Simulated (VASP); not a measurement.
# Bi (Im-3m) in VASP: settings compared

Aim: see how the results for Bi move with the level of theory and the settings. Levels: PBEsol, PBEsol+D4, PBEsol+D3(BJ). Tasks: single point.

Everything below comes from runs of VASP 6.6.1. Logs are shortened: lines on timing, memory, paths and dates and some standing lists are left out, and cuts for length are marked.

## Step 1: The cell of the first run

It takes space group Im-3m (No. 229, cubic). Conventional cell: a = 3.917 Å, b = 3.917 Å, c = 3.917 Å, α = 90.00°, β = 90.00°, γ = 90.00°. Bi (site symmetry m-3m) has 14 Bi at 3.39 to 3.92 Å within 4.5 Å.

## Step 2: Single point, PBEsol

Contents of INCAR:

```
SYSTEM = Bi
PREC     = Accurate       ! precision mode
ENCUT    = 520            ! plane-wave cutoff, eV
EDIFF    = 1E-7           ! SCF threshold, eV
ISMEAR   = -1             ! smearing method
SIGMA    = 0.05           ! smearing width, eV
LREAL    = .False.        ! projectors in reciprocal space
LASPH    = .True.         ! aspherical terms in the spheres
NELM     = 80             ! most SCF steps
ALGO     = Normal         ! electronic algorithm
ISIF     = 2              ! what is computed and relaxed
LWAVE    = .False.        ! write WAVECAR
LCHARG   = .False.        ! write CHGCAR
GGA      = PS             ! functional
NBANDS   = 14             ! bands
```

Contents of KPOINTS:

```
Automatic mesh
0
Gamma
  9 9 9
  0 0 0
```

Contents of POSCAR:

```
Bi
1.0
   -1.9585853089      1.9585853089      1.9585853089
    1.9585853089     -1.9585853089      1.9585853089
    1.9585853089      1.9585853089     -1.9585853089
Bi
1
Direct
    0.0000000000      0.0000000000      0.0000000000
```

Potentials or basis: VASP PAW PBE potentials, release 64 (Bi_d).

The run is started by

```
cat potpaw_PBE.64/Bi_d/POTCAR > POTCAR
mpirun -np 1 vasp_std > vasp.out
```

OUTCAR:

```text
SYSTEM = Bi
   PREC = Accurate
   ENCUT = 520
   EDIFF = 1E-7
   ISMEAR = -1
   LREAL = .False.
   LASPH = .True.
   NELM = 80
   ISIF = 2
   GGA = PS

 ion  position               nearest neighbor table
   1  0.000  0.000  0.000-

  LATTYP: Found a body centered cubic cell.
 ALAT       =     3.9171706178

  Lattice vectors:

 A1 = (  -1.9585853089,   1.9585853089,   1.9585853089)
 A2 = (   1.9585853089,  -1.9585853089,   1.9585853089)
 A3 = (   1.9585853089,   1.9585853089,  -1.9585853089)

Analysis of symmetry for initial positions (statically):
=====================================================================
 Subroutine PRICEL returns:
 Original cell was already a primitive cell.

 Routine SETGRP: Setting up the symmetry group for a
 body centered cubic supercell.

 Subroutine GETGRP returns: Found 48 space group operations
[... 9 lines left out ...]

 Routine SETGRP: Setting up the symmetry group for a
 body centered cubic supercell.

 Subroutine GETGRP returns: Found 48 space group operations
[... 11 lines left out ...]
                                     Primitive cell

  volume of cell :      30.0530

  direct lattice vectors                    reciprocal lattice vectors
    -1.958585309  1.958585309  1.958585309     0.000000000  0.255286302  0.255286302
     1.958585309 -1.958585309  1.958585309     0.255286302  0.000000000  0.255286302
     1.958585309  1.958585309 -1.958585309     0.255286302  0.255286302  0.000000000

  length of vectors
     3.392369266  3.392369266  3.392369266     0.361029350  0.361029350  0.361029350

  position of ions in fractional coordinates (direct lattice)
     0.000000000  0.000000000  0.000000000

  ion indices of the primitive-cell ions
   primitive index   ion index
                 1           1

----------------------------------------------------------------------------------------

 KPOINTS: Automatic mesh

Automatic generation of k-mesh.
 Grid dimensions read from file:
 generate k-points for:    9    9    9

 Generating k-lattice:

  Cartesian coordinates                     Fractional coordinates (reciprocal lattice)
     0.000000000  0.028365145  0.028365145     0.111111111  0.000000000  0.000000000
     0.028365145  0.000000000  0.028365145     0.000000000  0.111111111  0.000000000
     0.028365145  0.028365145  0.000000000     0.000000000  0.000000000  0.111111111

  Length of vectors
     0.040114372  0.040114372  0.040114372

  Shift w.r.t. Gamma in fractional coordinates (k-lattice)
     0.000000000  0.000000000  0.000000000

 Subroutine IBZKPT returns following result:
 ===========================================

 Found     35 irreducible k-points:

 Following reciprocal coordinates:
            Coordinates               Weight
  0.000000  0.000000  0.000000      1.000000
  0.111111  0.000000  0.000000     12.000000
  0.222222  0.000000  0.000000     12.000000
  0.333333  0.000000  0.000000     12.000000
  0.444444  0.000000  0.000000     12.000000
  0.111111  0.111111  0.000000     24.000000
[... 16 lines left out ...]
 -0.333333  0.444444  0.111111     48.000000
 -0.444444 -0.444444  0.111111     24.000000
 [... further k-points ...]
   k-points           NKPTS =     35   k-points in BZ     NKDIM =     35   number of bands    NBANDS=     14
   number of dos      NEDOS =    301   number of ions     NIONS =      1
   total plane-waves  NPLWV =  21952
   dimension x,y,z NGX =    28 NGY =   28 NGZ =   28
   dimension x,y,z NGXF=    56 NGYF=   56 NGZF=   56
   ions per type =               1
   NGX,Y,Z   is equivalent  to a cutoff of  13.72, 13.72, 13.72 a.u.
   NGXF,Y,Z  is equivalent  to a cutoff of  27.44, 27.44, 27.44 a.u.
 SYSTEM =  Bi
   PREC   = accura    normal or accurate (medium, high low for compatibility)
   ISTART =      0    job   : 0-new  1-cont  2-samecut
   ICHARG =      2    charge: 1-file 2-atom 10-const
   ISPIN  =      1    spin polarized calculation?
   LNONCOLLINEAR =      F non collinear calculations
   LSORBIT =      F    spin-orbit coupling
   LASPH  =      T    aspherical Exc in radial PAW
   ENCUT  =  520.0 eV  38.22 Ry    6.18 a.u.   6.31  6.31  6.31*2*pi/ulx,y,z
   NELM   =     80;   NELMIN=  2; NELMDL= -5     # of ELM steps
   EDIFF  = 0.1E-06   stopping-criterion for ELM
   LREAL  =      F    real-space projection
   EDIFFG = 0.1E-05   stopping-criterion for IOM
   NSW    =      0    number of steps for IOM
   IBRION =     -1    ionic relax: 0-MD 1-quasi-New 2-CG
[... 8 lines left out ...]
   EMIN   =  10.00;   EMAX   =-10.00  energy-range for DOS
   EFERMI =   0.00;   METHOD = LEGACY
   ISMEAR =    -1;   SIGMA  =   0.05  broadening in eV -4-tet -1-fermi 0-gaus
   EFERMI_NEDOS =   21; number of points for ismear=-14 and -15
   IALGO  =     38    algorithm
   IMIX   =      4    mixing-type and parameters
     AMIX     =   0.40;   BMIX     =  1.00
     AMIX_MAG =   1.60;   BMIX_MAG =  1.00
  volume/ion in A,a.u.               =      30.05       202.81
  Fermi-wavevector in a.u.,A,eV,Ry     =   1.298602  2.454002 22.944421  1.686367
  Thomas-Fermi vector in A             =   2.429920
   LORBIT       =      0    0 simple, 1 ext, 2 COOP (PROOUT), +10 PAW based schemes
   GGA     = PS    functional components
   LHFCALC =     F    Hartree Fock is set to
   AEXX    =    0.0000 exact exchange contribution
   IVDW    =     0    specifies the selected vdW correction
   LEPSILON=     F    determine dielectric tensor
   LRPA    =     F    only Hartree local field effects (RPA)
 non-spin polarized calculation
  energy-cutoff  :      520.00
  volume of cell :       30.05
 maximum number of plane-waves:       824
 NGX is ok and might be reduce to    28
   NGX = 13   NGY = 13   NGZ = 13

 number of electron      14.9999999 magnetization

 Free energy of the ion-electron system (eV)
  ---------------------------------------------------
  ext. energy  EPLUGINS =         0.00000000
  ---------------------------------------------------
  free energy    TOTEN  =        -4.23386247 eV

  energy without entropy =       -4.22953950  energy(sigma->0) =       -4.23170099

 E-fermi :   8.2563     XC(G=0): -10.6052

 val. band max:        8.2279776131   @ k =   0.2222   0.0000   0.0000
 cond. band min:       8.2672195058   @ k =  -0.2222   0.2222   0.1111
 fundamental gap:      0.0392418927
 Fermi energy:         8.2563029435

 k-point     1 :       0.0000    0.0000    0.0000
  band No.  band energies     occupation
      1     -14.7849      2.00000
      2     -14.7849      2.00000
      3     -14.7849      2.00000
      4     -14.6398      2.00000
      5     -14.6398      2.00000
      6      -5.5899      2.00000
      7      13.5618      0.00000
      8      13.5618      0.00000
      9      13.5618      0.00000
     10      17.7488      0.00000
     11      18.6715      0.00000
     12      18.6715      0.00000
     13      18.6715      0.00000
     14      20.1070      0.00000

 k-point     2 :       0.1111    0.0000    0.0000
  band No.  band energies     occupation
      1     -14.7903      2.00000
      2     -14.7762      2.00000
      3     -14.7577      2.00000
      4     -14.6459      2.00000
      5     -14.6409      2.00000
      6      -5.3553      2.00000
      7      11.4753      0.00000
      8      12.8808      0.00000
      9      13.3364      0.00000
     10      17.0821      0.00000
     11      17.8199      0.00000
     12      18.4335      0.00000
     13      19.2441      0.00000
     14      21.0634      0.00000

 k-point     3 :       0.2222    0.0000    0.0000
  band No.  band energies     occupation
      1     -14.8038      2.00000
      2     -14.7591      2.00000
      3     -14.6878      2.00000
      4     -14.6573      2.00000
      5     -14.6433      2.00000
      6      -4.6659      2.00000
      7       8.2280      1.27591
      8      11.6019      0.00000
      9      12.7602      0.00000
     10      15.6424      0.00000
     11      16.8585      0.00000
     12      18.6431      0.00000
     13      20.3447      0.00000
     14      23.1638      0.00000

 k-point     4 :       0.3333    0.0000    0.0000
  band No.  band energies     occupation
      1     -14.8191      2.00000
      2     -14.7539      2.00000
      3     -14.6576      2.00000
      4     -14.6459      2.00000
      5     -14.6070      2.00000
      6      -3.6047      2.00000
      7       5.2726      2.00000
      8      10.5095      0.00000
      9      12.1490      0.00000
     10      14.7476      0.00000
     11      16.2090      0.00000
     12      19.5313      0.00000
     13      21.0992      0.00000
     14      25.4960      0.00000

 k-point     5 :       0.4444    0.0000    0.0000
  band No.  band energies     occupation
      1     -14.8292      2.00000
      2     -14.7599      2.00000
      3     -14.6492      2.00000
      4     -14.6476      2.00000
      5     -14.5534      2.00000
      6      -2.5388      2.00000
      7       3.2240      2.00000
      8       9.9081      0.00000
      9      11.7831      0.00000
     10      14.3221      0.00000
     11      15.8865      0.00000
     12      20.5789      0.00000
     13      21.8108      0.00000
     14      25.3007      0.00000

 k-point     6 :       0.1111    0.1111    0.0000
  band No.  band energies     occupation
      1     -14.7909      2.00000
      2     -14.7721      2.00000
      3     -14.7085      2.00000
      4     -14.6553      2.00000
      5     -14.6426      2.00000
      6      -4.8927      2.00000
      7       9.3118      0.00000
      8      11.6009      0.00000
      9      12.5961      0.00000
     10      16.8687      0.00000
     11      17.0622      0.00000
     12      18.7649      0.00000
     13      19.9464      0.00000
     14      21.4123      0.00000

 k-point     7 :       0.2222    0.1111    0.0000
  band No.  band energies     occupation
      1     -14.8020      2.00000
      2     -14.7549      2.00000
      3     -14.6631      2.00000
      4     -14.6486      2.00000
      5     -14.6373      2.00000
      6      -4.0102      2.00000
      7       6.6236      2.00000
      8       9.9857      0.00000
      9      11.8464      0.00000
     10      15.9758      0.00000
     11      17.4398      0.00000
     12      18.5950      0.00000
     13      21.7211      0.00000
     14      22.4455      0.00000
[... 205 lines left out ...]
 k-point    20 :      -0.3333    0.3333    0.1111
  band No.  band energies     occupation
      1     -14.7900      2.00000
      2     -14.7409      2.00000
      3     -14.6727      2.00000
      4     -14.6534      2.00000
      5     -14.6102      2.00000
      6      -3.3904      2.00000
      7       5.4613      2.00000
      8       9.8295      0.00000
      9      10.9650      0.00000
     10      15.7084      0.00000
     11      17.2361      0.00000
     12      17.3756      0.00000
     13      22.0938      0.00000
     14      24.2259      0.00000

 k-point    21 :      -0.2222    0.3333    0.1111
  band No.  band energies     occupation
      1     -14.7664      2.00000
      2     -14.7279      2.00000
      3     -14.6831      2.00000
      4     -14.6614      2.00000
      5     -14.6353      2.00000
      6      -3.5775      2.00000
      7       6.5444      2.00000
      8       8.9426      0.00000
      9      11.1541      0.00000
     10      15.1735      0.00000
     11      16.8613      0.00000
     12      19.9596      0.00000
     13      21.2332      0.00000
     14      22.1340      0.00000

 k-point    22 :      -0.4444    0.4444    0.1111
  band No.  band energies     occupation
      1     -14.7994      2.00000
      2     -14.7500      2.00000
      3     -14.6661      2.00000
      4     -14.6533      2.00000
      5     -14.5560      2.00000
      6      -2.3476      2.00000
      7       3.4770      2.00000
      8       9.2461      0.00000
      9      10.6443      0.00000
     10      15.6844      0.00000
     11      16.8981      0.00000
     12      18.1864      0.00000
     13      20.2017      0.00000
     14      26.6048      0.00000

 k-point    23 :      -0.3333    0.4444    0.1111
  band No.  band energies     occupation
      1     -14.7712      2.00000
      2     -14.7321      2.00000
      3     -14.6790      2.00000
      4     -14.6582      2.00000
      5     -14.5827      2.00000
      6      -2.5036      2.00000
      7       4.6043      2.00000
      8       7.6775      1.99998
      9      11.0180      0.00000
     10      15.5350      0.00000
     11      16.5220      0.00000
     12      19.7256      0.00000
     13      19.9844      0.00000
     14      23.7439      0.00000

 k-point    24 :      -0.4444   -0.4444    0.1111
  band No.  band energies     occupation
      1     -14.7741      2.00000
      2     -14.7365      2.00000
      3     -14.6863      2.00000
      4     -14.6453      2.00000
      5     -14.5610      2.00000
      6      -1.8923      2.00000
      7       3.6290      2.00000
      8       7.2969      2.00000
      9      10.9363      0.00000
     10      15.6941      0.00000
     11      17.1678      0.00000
     12      18.1983      0.00000
     13      19.7594      0.00000
     14      26.1695      0.00000

 [... further k-points ...]
[... 5 lines left out ...]
  --------------------------------------------------------------------------------------
  -------------------------------------------------------------------------------------
  Total       -0.0190510     -0.0190510     -0.0190510      0.0000000      0.0000000      0.0000000
  in kB       -1.0156447     -1.0156447     -1.0156447      0.0000000      0.0000000      0.0000000
  external PRESSURE =      -1.0156447 kB  Pullay stress =       0.0000000 kB

 VOLUME and BASIS-vectors are now :
 -----------------------------------------------------------------------------
  energy-cutoff  :      520.00
  volume of cell :       30.05
      direct lattice vectors                 reciprocal lattice vectors
    -1.958585309  1.958585309  1.958585309     0.000000000  0.255286302  0.255286302
     1.958585309 -1.958585309  1.958585309     0.255286302  0.000000000  0.255286302
     1.958585309  1.958585309 -1.958585309     0.255286302  0.255286302  0.000000000

 POSITION                                       TOTAL-FORCE (eV/Angst)
 -----------------------------------------------------------------------------------
      0.00000      0.00000      0.00000        -0.000000      0.000000     -0.000000
 -----------------------------------------------------------------------------------
    total drift:                               -0.000000     -0.000000     -0.000000

  FREE ENERGIE OF THE ION-ELECTRON SYSTEM (eV)
  ---------------------------------------------------
  free  energy   TOTEN  =        -4.2338624733 eV

  energy  without entropy=       -4.2295395020  energy(sigma->0) =       -4.23170099
```

It took 29 s on 1 thread of Intel Xeon 8259CL, shared host; peak memory 0.16 GiB.

Results:

- Free energy: -4.2339 eV
- Pressure: -0.1 GPa

Caveat: the PAW data sets were made with another functional, which shifts forces and pressure a little; spin-orbit coupling is left out, which moves the levels of the heavy elements.

(Part 1 of 2 ends here.)
